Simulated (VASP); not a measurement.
# Ti in VASP: single point with PBE+D3(BJ)

Aim: the single point of Ti with PBE+D3(BJ).

Program: VASP 6.6.1. These are calculated values, not measurements. Logs are shortened: lines on timing, memory, paths and dates and some standing lists are left out, and cuts for length are marked.

## (1) The cell of the first run

The cell holds a slab with vacuum, 16 atoms: a = 5.710 Å, b = 5.710 Å, c = 23.057 Å, α = 90.00°, β = 90.00°, γ = 90.00°.

## (2) Single point, PBE+D3(BJ)

INCAR reads:

```
SYSTEM = Ti
PREC = Accurate
ENCUT = 520
EDIFF = 1E-6
ISMEAR = 0
SIGMA = 0.1
LREAL = Auto
LASPH = .True.
NELM = 60
ALGO = Normal
ISIF = 2
LWAVE = .False.
LCHARG = .False.
LDIPOL = .True.
IDIPOL = 3
DIPOL = 0.5 0.5 0.502
GGA = PE
IVDW = 12
NBANDS = 110
```

KPOINTS reads:

```
regular mesh
0
Gamma
  5 5 1
  0 0 0
```

POSCAR reads:

```
Ti
1.0
    5.7102790035      0.0000000000      0.0000000000
    0.0000000000      5.7102790035      0.0000000000
    0.0000000000      0.0000000000     23.0566655087
Ti
16
Direct
    0.2500000000      0.2500000000      0.3686569507
    0.2500000000      0.7500000000      0.3686569507
    0.7500000000      0.2500000000      0.3686569507
    0.7500000000      0.7500000000      0.3686569507
    0.5000000000      0.5000000000      0.4562189836
    0.5000000000      0.0000000000      0.4562189836
    0.0000000000      0.5000000000      0.4562189836
    0.0000000000      0.0000000000      0.4562189836
    0.7500000000      0.7500000000      0.5493052966
    0.7500000000      0.2500000000      0.5493052966
    0.2500000000      0.7500000000      0.5493052966
    0.2500000000      0.2500000000      0.5493052966
    0.0000000000      0.0000000000      0.6321048148
    0.0000000000      0.5000000000      0.6321048148
    0.5000000000      0.0000000000      0.6321048148
    0.5000000000      0.5000000000      0.6321048148
```

Potentials or basis: VASP PAW PBE potentials, release 64 (Ti_sv).

Command:

```
cat potpaw_PBE.64/Ti_sv/POTCAR > POTCAR
mpirun -np 1 vasp_std > vasp.out
```

OUTCAR:

```text
SYSTEM = Ti
   PREC = Accurate
   ENCUT = 520
   EDIFF = 1E-6
   ISMEAR = 0
   LREAL = Auto
   LASPH = .True.
   NELM = 60
   ISIF = 2
   GGA = PE
   IVDW = 12
 IVDW          = 12

 ion  position               nearest neighbor table
   1  0.250  0.250  0.369-   2 2.86   3 2.86   2 2.86   3 2.86   7 2.86   8 2.86   5 2.86   6 2.86

   2  0.250  0.750  0.369-   1 2.86   4 2.86   1 2.86   4 2.86   7 2.86   8 2.86   5 2.86   6 2.86

   3  0.750  0.250  0.369-   1 2.86   4 2.86   4 2.86   1 2.86   7 2.86   8 2.86   5 2.86   6 2.86
[... 33 lines left out ...]
 A1 = (   5.7102790035,   0.0000000000,   0.0000000000)
 A2 = (   0.0000000000,   5.7102790035,   0.0000000000)
 A3 = (   0.0000000000,   0.0000000000,  23.0566655087)

Analysis of symmetry for initial positions (statically):
=====================================================================
 Subroutine PRICEL returns following result:

  LATTYP: Found a simple tetragonal cell.
 ALAT       =     2.8551395018
 C/A-ratio  =     8.0754952585

  Lattice vectors:

 A1 = (   2.8551395018,   0.0000000000,   0.0000000000)
 A2 = (   0.0000000000,   2.8551395018,   0.0000000000)
 A3 = (   0.0000000000,   0.0000000000,  23.0566655087)

   4 primitive cells build up your supercell.

 Routine SETGRP: Setting up the symmetry group for a
 simple tetragonal supercell.

 Subroutine GETGRP returns: Found  8 space group operations
 (whereof  8 operations were pure point group operations)
 out of a pool of 16 trial point group operations.

The static configuration has the point symmetry C_4v.

Analysis of symmetry for dynamics (positions and initial velocities):
=====================================================================
 Subroutine PRICEL returns following result:

  LATTYP: Found a simple tetragonal cell.
 ALAT       =     2.8551395018
 C/A-ratio  =     8.0754952585

  Lattice vectors:

 A1 = (   2.8551395018,   0.0000000000,   0.0000000000)
 A2 = (   0.0000000000,   2.8551395018,   0.0000000000)
 A3 = (   0.0000000000,   0.0000000000,  23.0566655087)

   4 primitive cells build up your supercell.

 Routine SETGRP: Setting up the symmetry group for a
 simple tetragonal supercell.

 Subroutine GETGRP returns: Found  8 space group operations
 (whereof  8 operations were pure point group operations)
 out of a pool of 16 trial point group operations.

[... 94 lines left out ...]
   TEBEG  =    0.0;   TEEND  =   0.0 temperature during run
   PSTRESS=    0.0 pullay stress
   NELECT =     192.0000    total number of electrons
   NUPDOWN=      -1.0000    fix difference up-down
   EMIN   =  10.00;   EMAX   =-10.00  energy-range for DOS
   EFERMI =   0.00;   METHOD = LEGACY
   ISMEAR =     0;   SIGMA  =   0.10  broadening in eV -4-tet -1-fermi 0-gaus
   EFERMI_NEDOS =   21; number of points for ismear=-14 and -15
   IALGO  =     38    algorithm
   IMIX   =      4    mixing-type and parameters
     AMIX     =   0.40;   BMIX     =  1.00
     AMIX_MAG =   1.60;   BMIX_MAG =  1.00
  volume/ion in A,a.u.               =      46.99       317.09
  Fermi-wavevector in a.u.,A,eV,Ry     =   1.038655  1.962774 14.678036  1.078805
  Thomas-Fermi vector in A             =   2.173150
   LORBIT       =      0    0 simple, 1 ext, 2 COOP (PROOUT), +10 PAW based schemes
   GGA     = PE    functional components
   LHFCALC =     F    Hartree Fock is set to
   AEXX    =    0.0000 exact exchange contribution
   IVDW    =    12    specifies the selected vdW correction
   LEPSILON=     F    determine dielectric tensor
   LRPA    =     F    only Hartree local field effects (RPA)
 non-spin polarized calculation
 Gauss-broadening in eV      SIGMA  =   0.10
  energy-cutoff  :      520.00
  volume of cell :      751.82
 maximum number of plane-waves:     20263
   NGX = 21   NGY = 21   NGZ = 85

 dipolmoment           0.000000      0.000000     -0.006099 electrons x Angstroem

 number of electron     192.0000083 magnetization

 dipolmoment           0.000000      0.000000      0.002024 electrons x Angstroem

 Free energy of the ion-electron system (eV)
  ---------------------------------------------------
  ext. energy  EPLUGINS =         0.00000000
  ---------------------------------------------------
  free energy    TOTEN  =      -117.77611174 eV

  energy without entropy =     -117.57918555  energy(sigma->0) =     -117.67764864

 E-fermi :   0.5840     XC(G=0):  -5.1183

 val. band max:        0.5429864278   @ k =   0.2000   0.0000   0.0000
 cond. band min:       0.5848463908   @ k =   0.4000   0.2000   0.0000
 fundamental gap:      0.0418599630
 Fermi energy:         0.5839814937

 k-point     1 :       0.0000    0.0000    0.0000
  band No.  band energies     occupation
      1     -56.2557      2.00000
      2     -56.2279      2.00000
      3     -56.1961      2.00000
      4     -56.1961      2.00000
      5     -56.1611      2.00000
      6     -56.1611      2.00000
[... 655 lines left out ...]
    107       1.5038      0.00000
    108       1.5140      0.00000
 [bands above 108 left out]

------------------------ aborting loop because EDIFF is reached ----------------------------------------

 vacuum level on the upper side and lower side of the slab       (xc-potential included)        -0.127        -0.142

 Edisp (eV)   -7.09497

 E8    (eV) :    -3.4994

  FORCE on cell =-STRESS in cart. coord.  units (eV):
  Direction    XX          YY          ZZ          XY          YZ          ZX
  --------------------------------------------------------------------------------------
  -------------------------------------------------------------------------------------
  Total     -12.42919   -12.42919    -4.15702     0.00000     0.00000     0.00000
  in kB     -26.48757   -26.48757    -8.85893     0.00000     0.00000     0.00000
  external pressure =      -20.61 kB  Pullay stress =        0.00 kB

 VOLUME and BASIS-vectors are now :
 -----------------------------------------------------------------------------
  energy-cutoff  :      520.00
  volume of cell :      751.82
      direct lattice vectors                 reciprocal lattice vectors
     5.710279004  0.000000000  0.000000000     0.175122792  0.000000000  0.000000000
     0.000000000  5.710279004  0.000000000     0.000000000  0.175122792  0.000000000
     0.000000000  0.000000000 23.056665509     0.000000000  0.000000000  0.043371406

 POSITION                                       TOTAL-FORCE (eV/Angst)
 -----------------------------------------------------------------------------------
      1.42757      1.42757      8.50000        -0.000000      0.000000      0.468910
      1.42757      4.28271      8.50000        -0.000000      0.000000      0.468910
      4.28271      1.42757      8.50000        -0.000000     -0.000000      0.468910
      4.28271      4.28271      8.50000        -0.000000      0.000000      0.468910
      2.85514      2.85514     10.51889         0.000000      0.000000     -0.451469
      2.85514      0.00000     10.51889         0.000000     -0.000000     -0.451469
[... 8 lines left out ...]
      2.85514      0.00000     14.57423         0.000000      0.000000      0.000980
      2.85514      2.85514     14.57423         0.000000     -0.000000      0.000980
 -----------------------------------------------------------------------------------
    total drift:                                0.000000      0.000000      0.057350

  FREE ENERGIE OF THE ION-ELECTRON SYSTEM (eV)
  ---------------------------------------------------
  free  energy   TOTEN  =      -124.8710815832 eV

  energy  without entropy=     -124.6741553929  energy(sigma->0) =     -124.77261849

 vacuum level on the upper side and lower side of the slab         4.588         4.572
```

Wall time 25 min (1 thread of Intel Xeon Platinum 8259CL at 2.50GHz (Skylake/Cascade Lake), shared host); peak memory 0.79 GiB.

Results:

```
Free energy                : -124.8711 eV
Largest force              : 0.469 eV/Å
Band gap on the k mesh     : zero (bands 96 and 97 overlap by 0.29 eV)
Dispersion energy per atom : -0.443 eV
```

Forces on the atoms (eV/Å):
```
Ti   0.000  0.000  0.469
Ti   0.000  0.000  0.469
Ti   0.000  0.000  0.469
Ti   0.000  0.000  0.469
Ti   0.000  0.000 -0.451
Ti   0.000  0.000 -0.451
Ti   0.000  0.000 -0.451
Ti   0.000  0.000 -0.451
Ti   0.000  0.000 -0.018
Ti   0.000  0.000 -0.018
Ti   0.000  0.000 -0.018
Ti   0.000  0.000 -0.018
Ti   0.000  0.000  0.001
Ti   0.000  0.000  0.001
Ti   0.000  0.000  0.001
Ti   0.000  0.000  0.001
```

Levels at points of the mesh, in eV from the Fermi level:
| k point | band 93 | band 94 | band 95 | band 96 | band 97 | band 98 | band 99 | band 100 |
| --- | --- | --- | --- | --- | --- | --- | --- | --- |
| (0.00, 0.00, 0.00) | 0.05 | 0.17 | 0.17 | 0.17 | 0.17 | 0.50 | 0.50 | 0.52 |

The gap in the log of VASP goes by the Fermi energy; the results here count the filled bands.